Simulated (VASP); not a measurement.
Runs of VASP 6.6.1 on Ge. The structure is that of space group P6_3/mmc (No. 194), or close to it. The cells are those of the table. 

```csv
task,cell,gap on the mesh (eV),pressure (GPa),largest force (eV/Å)
electric field gradients,"a = 4.011, b = 4.011, c = 6.621 Å, angles 90.0, 90.0, 120.0°, 4 atoms",none,-0.8,-
single point,"a = 3.984, b = 3.984, c = 6.577 Å, angles 90.0, 90.0, 120.0°, 4 atoms",none,(b),-
electric field gradients,"a = 3.944, b = 3.944, c = 6.510 Å, angles 90.0, 90.0, 120.0°, 4 atoms",none,2.9,0.01
single point,"a = 3.944, b = 3.944, c = 6.510 Å, angles 90.0, 90.0, 120.0°, 4 atoms",none,2.8,0.01
electric field gradients,"a = 4.024, b = 4.024, c = 6.643 Å, angles 90.0, 90.0, 120.0°, 4 atoms",none,(a),0.01
electric field gradients,"a = 4.050, b = 4.050, c = 6.686 Å, angles 90.0, 90.0, 120.0°, 4 atoms",none,-2.5,0.01
electric field gradients,"a = 3.998, b = 3.998, c = 6.599 Å, angles 90.0, 90.0, 120.0°, 4 atoms",none,-0.1,-
```

Alike in all rows: level PBEsol; potentials or basis VASP PAW PBE potentials, release 64 (Ge_d); no spin polarisation; k mesh 11 × 11 × 6; cutoff (eV) 520; smearing fermi-dirac 0.05 eV.

Question: Fill in the values left out.

Answer: (a) -1.4; (b) 0.5.

Caveats: the PAW data sets were made with another functional, which shifts forces and pressure a little.

A k mesh can miss the band edges, and the runs leave out spin-orbit coupling on Ge.

A gap of «none» marks levels without a gap at the run's occupations.
